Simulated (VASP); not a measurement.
# ReBrO (P4/nmm) in VASP: single point with r2SCAN

Aim: the single point of ReBrO with r2SCAN.

Everything below comes from runs of VASP 6.6.1. Logs are shortened: lines on timing, memory, paths and dates and some standing lists are left out, and cuts for length are marked.

## Step 1: The cell of the first run

Symmetry: P4/nmm, No. 129, tetragonal system. The conventional cell has a = 3.736 Å, b = 3.736 Å, c = 7.171 Å, α = 90.00°, β = 90.00°, γ = 90.00°. Re (site symmetry 4mm) has 4 O at 2.27 Å and 5 Br at 3.02 to 3.15 Å within 3.2 Å. Br (site symmetry 4mm) has 6 Re at 3.02 to 4.02 Å and 8 Br at 3.14 to 3.74 Å and 4 O at 3.31 Å within 4.1 Å. Within 3.0 Å of O (site symmetry -4m2) lie 4 Re at 2.27 Å and 4 O at 2.64 Å.

## Step 2: Single point, r2SCAN

Contents of POSCAR:

```
ReBrO
1.0
    3.7358260200      0.0000000000      0.0000000000
    0.0000000000      3.7358260200      0.0000000000
    0.0000000000      0.0000000000      7.1714350100
Re Br O
2 2 2
Direct
    0.0000000000      0.5000000000      0.1789000000
    0.5000000000      0.0000000000      0.8211000000
    0.0000000000      0.5000000000      0.6183000000
    0.5000000000      0.0000000000      0.3817000000
    0.0000000000      0.0000000000      0.0000000000
    0.5000000000      0.5000000000      0.0000000000
```

Contents of INCAR.step1:

```
SYSTEM = ReBrO
ALGO = Normal
EDIFF = 1E-4
ENCUT = 520
GGA = PE
ISMEAR = -5
LASPH = .TRUE.
LCHARG = .FALSE.
LMAXMIX = 4
LREAL = .FALSE.
LWAVE = .TRUE.
NELM = 100
PREC = Accurate
SIGMA = 0.1
```

Contents of INCAR.step2:

```
SYSTEM = ReBrO
ALGO = Normal
EDIFF = 1E-7
ENCUT = 520
ISIF = 2
ISMEAR = -5
ISTART = 1
LASPH = .TRUE.
LCHARG = .FALSE.
LMAXMIX = 4
LMIXTAU = .TRUE.
LORBIT = 11
LREAL = .FALSE.
LWAVE = .FALSE.
METAGGA = R2SCAN
NELM = 100
PREC = Accurate
SIGMA = 0.1
```

Contents of KPOINTS:

```
k-points
0
G
  7 7 4
  0 0 0
```

Potentials or basis: VASP PAW PBE potentials, release 64 (Re, Br, O).

Started as:

```bash
$ cat potpaw_PBE.64/Re/POTCAR potpaw_PBE.64/Br/POTCAR potpaw_PBE.64/O/POTCAR > POTCAR
$ cp INCAR.step1 INCAR
$ mpirun -np 1 vasp_std > vasp.out
$ cp INCAR.step2 INCAR
$ mpirun -np 1 vasp_std > vasp.out
```

OUTCAR:

```text
SYSTEM = ReBrO
   EDIFF = 1E-7
   ENCUT = 520
   ISIF = 2
   ISMEAR = -5
   ISTART = 1
   LASPH = .TRUE.
   LORBIT = 11
   LREAL = .FALSE.
   METAGGA = R2SCAN
   NELM = 100
   PREC = Accurate

 ion  position               nearest neighbor table
   1  0.000  0.500  0.179-   5 2.27   6 2.27   5 2.27   6 2.27   4 3.02   4 3.02   4 3.02   4 3.02

   2  0.500  0.000  0.821-   5 2.27   6 2.27   6 2.27   5 2.27   3 3.02   3 3.02   3 3.02   3 3.02

   3  0.000  0.500  0.618-   2 3.02   2 3.02   2 3.02   2 3.02
   4  0.500  0.000  0.382-   1 3.02   1 3.02   1 3.02   1 3.02
   5  0.000  0.000  0.000-   1 2.27   2 2.27   1 2.27   2 2.27
   6  0.500  0.500  0.000-   1 2.27   2 2.27   2 2.27   1 2.27

  LATTYP: Found a simple tetragonal cell.
 ALAT       =     3.7358260200
 C/A-ratio  =     1.9196383803

  Lattice vectors:

 A1 = (   3.7358260200,   0.0000000000,   0.0000000000)
 A2 = (   0.0000000000,   3.7358260200,   0.0000000000)
 A3 = (   0.0000000000,   0.0000000000,   7.1714350100)

Analysis of symmetry for initial positions (statically):
=====================================================================
 Subroutine PRICEL returns:
 Original cell was already a primitive cell.

 Routine SETGRP: Setting up the symmetry group for a
 simple tetragonal supercell.

 Subroutine GETGRP returns: Found 16 space group operations
 (whereof  8 operations were pure point group operations)
 out of a pool of 16 trial point group operations.

The static configuration has the point symmetry D_2d.
 The point group associated with its full space group is D_4h.

Analysis of symmetry for dynamics (positions and initial velocities):
=====================================================================
 Subroutine PRICEL returns:
 Original cell was already a primitive cell.

 Routine SETGRP: Setting up the symmetry group for a
 simple tetragonal supercell.

 Subroutine GETGRP returns: Found 16 space group operations
 (whereof  8 operations were pure point group operations)
 out of a pool of 16 trial point group operations.

The dynamic configuration has the point symmetry D_2d.
 The point group associated with its full space group is D_4h.

 Subroutine INISYM returns: Found 16 space group operations
 (whereof  8 operations are pure point group operations),
[... 110 lines left out ...]
   IBRION =     -1    ionic relax: 0-MD 1-quasi-New 2-CG
   NFREE  =      0    steps in history (QN), initial steepest desc. (CG)
   ISIF   =      2    stress and relaxation
   ISYM   =      2    0-nonsym 1-usesym 2-fastsym
   POTIM  = 0.5000    time-step for ionic-motion
   TEBEG  =    0.0;   TEEND  =   0.0 temperature during run
   PSTRESS=    0.0 pullay stress
   NELECT =      40.0000    total number of electrons
   NUPDOWN=      -1.0000    fix difference up-down
   EMIN   =  10.00;   EMAX   =-10.00  energy-range for DOS
   EFERMI =   0.00;   METHOD = LEGACY
   ISMEAR =    -5;   SIGMA  =   0.10  broadening in eV -4-tet -1-fermi 0-gaus
   EFERMI_NEDOS =   21; number of points for ismear=-14 and -15
   IALGO  =     38    algorithm
   IMIX   =      4    mixing-type and parameters
     AMIX     =   0.40;   BMIX     =  1.00
     AMIX_MAG =   1.60;   BMIX_MAG =  1.00
  volume/ion in A,a.u.               =      16.68       112.57
  Fermi-wavevector in a.u.,A,eV,Ry     =   1.205873  2.278770 19.784648  1.454131
  Thomas-Fermi vector in A             =   2.341557
   LORBIT       =     11    0 simple, 1 ext, 2 COOP (PROOUT), +10 PAW based schemes
   METAGGA = R2SCAN    functional components
   LHFCALC =     F    Hartree Fock is set to
   AEXX    =    0.0000 exact exchange contribution
   IVDW    =     0    specifies the selected vdW correction
   LEPSILON=     F    determine dielectric tensor
   LRPA    =     F    only Hartree local field effects (RPA)
 non-spin polarized calculation
 Fermi weights with tetrahedron method with Bloechl corrections
  energy-cutoff  :      520.00
  volume of cell :      100.09
 maximum number of plane-waves:      2718
 NGX is ok and might be reduce to    28
   NGX = 13   NGY = 13   NGZ = 27

 number of electron      39.9999984 magnetization

 Free energy of the ion-electron system (eV)
  ---------------------------------------------------
  ext. energy  EPLUGINS =         0.00000000
  ---------------------------------------------------
  free energy    TOTEN  =      -140.09471391 eV

  energy without entropy =     -140.09471391  energy(sigma->0) =     -140.09471391

 E-fermi :   5.2725     XC(G=0): -11.6157

 val. band max:        5.2919696749   @ k =   0.2857   0.2857   0.2500
 cond. band min:       5.2456775856   @ k =   0.4286   0.0000   0.0000
 fundamental gap:     -0.0462920893
 Fermi energy:         5.2724512865

 k-point     1 :       0.0000    0.0000    0.0000
  band No.  band energies     occupation
      1     -15.9541      2.00000
      2     -14.6208      2.00000
      3     -12.7416      2.00000
      4     -11.1797      2.00000
      5      -2.1619      2.00000
      6      -1.6608      2.00000
[... 637 lines left out ...]
     23       5.7993      0.00000
     24       6.4446      0.00000

 [... further k-points ...]
[... 5 lines left out ...]
  --------------------------------------------------------------------------------------
  -------------------------------------------------------------------------------------
  Total      -12.7241459    -12.7241459     -6.7410602      0.0000000      0.0000000      0.0000000
  in kB     -203.6853856   -203.6853856   -107.9094398      0.0000000      0.0000000      0.0000000
  external PRESSURE =    -171.7600703 kB  Pullay stress =       0.0000000 kB

 VOLUME and BASIS-vectors are now :
 -----------------------------------------------------------------------------
  energy-cutoff  :      520.00
  volume of cell :      100.09
      direct lattice vectors                 reciprocal lattice vectors
     3.735826020  0.000000000  0.000000000     0.267678418  0.000000000  0.000000000
     0.000000000  3.735826020  0.000000000     0.000000000  0.267678418  0.000000000
     0.000000000  0.000000000  7.171435010     0.000000000  0.000000000  0.139442106

 POSITION                                       TOTAL-FORCE (eV/Angst)
 -----------------------------------------------------------------------------------
      0.00000      1.86791      1.28297         0.000000      0.000000     -3.971385
      1.86791      0.00000      5.88847        -0.000000      0.000000      3.971385
      0.00000      1.86791      4.43410         0.000000      0.000000      2.080876
      1.86791      0.00000      2.73734         0.000000     -0.000000     -2.080876
      0.00000      0.00000      0.00000         0.000000      0.000000      0.000000
      1.86791      1.86791      0.00000         0.000000     -0.000000      0.000000
 -----------------------------------------------------------------------------------
    total drift:                                0.000000      0.000000     -0.000000

  FREE ENERGIE OF THE ION-ELECTRON SYSTEM (eV)
  ---------------------------------------------------
  free  energy   TOTEN  =      -140.0947139061 eV

  energy  without entropy=     -140.0947139061  energy(sigma->0) =     -140.09471391

 total charge

# of ion       s       p       d       tot
------------------------------------------
    1        0.316   0.264   4.577   5.158
    2        0.316   0.264   4.577   5.158
    3        1.637   3.185   0.043   4.865
    4        1.637   3.185   0.043   4.865
    5        1.582   3.310   0.000   4.892
    6        1.582   3.310   0.000   4.892
--------------------------------------------------
tot          7.070  13.520   9.241  29.831
```

OUTCAR.step1:

```text
SYSTEM = ReBrO
   EDIFF = 1E-4
   ENCUT = 520
   GGA = PE
   ISMEAR = -5
   LASPH = .TRUE.
[... 892 lines left out ...]
      1.86791      0.00000      2.73734         0.000000      0.000000     -2.004918
      0.00000      0.00000      0.00000        -0.000000     -0.000000      0.000000
      1.86791      1.86791      0.00000        -0.000000      0.000000      0.000000
 -----------------------------------------------------------------------------------
    total drift:                                0.000000      0.000000     -0.000000

  FREE ENERGIE OF THE ION-ELECTRON SYSTEM (eV)
  ---------------------------------------------------
  free  energy   TOTEN  =       -34.5248545479 eV

  energy  without entropy=      -34.5248545479  energy(sigma->0) =      -34.52485455
```

It took 5.6 min on 1 thread of AMD EPYC 7R13 (Zen 3), shared host; peak memory 0.22 GiB.

What came out:

* Free energy: -140.0947 eV
* Pressure: -17.2 GPa
* Largest force: 3.971 eV/Å
* Band gap on the k mesh: zero (bands 20 and 21 overlap by 0.81 eV)
* Valence electrons inside the program's atomic spheres: Re 5.16; Br 4.87; O 4.89

Forces on the atoms (eV/Å):
```
Re   0.000  0.000 -3.971
Re   0.000  0.000  3.971
Br   0.000  0.000  2.081
Br   0.000  0.000 -2.081
O    0.000  0.000  0.000
O    0.000  0.000  0.000
```

Levels at points of the mesh, in eV from the Fermi level:
| k point | band 17 | band 18 | band 19 | band 20 | band 21 | band 22 | band 23 | band 24 |
| --- | --- | --- | --- | --- | --- | --- | --- | --- |
| (0.00, 0.00, 0.00) | -1.18 | -1.00 | -0.79 | -0.77 | -0.47 | 1.11 | 1.21 | 1.21 |
| (0.00, 0.00, 0.50) | -1.48 | -1.16 | -0.88 | -0.79 | -0.23 | 1.35 | 1.35 | 1.55 |

Caveat: the cell stands under tension; the PAW data sets were made with another functional, which shifts forces and pressure a little; spin-orbit coupling is left out, which moves the levels of the heavy elements; tetrahedron occupations give inexact forces and stress in metals.
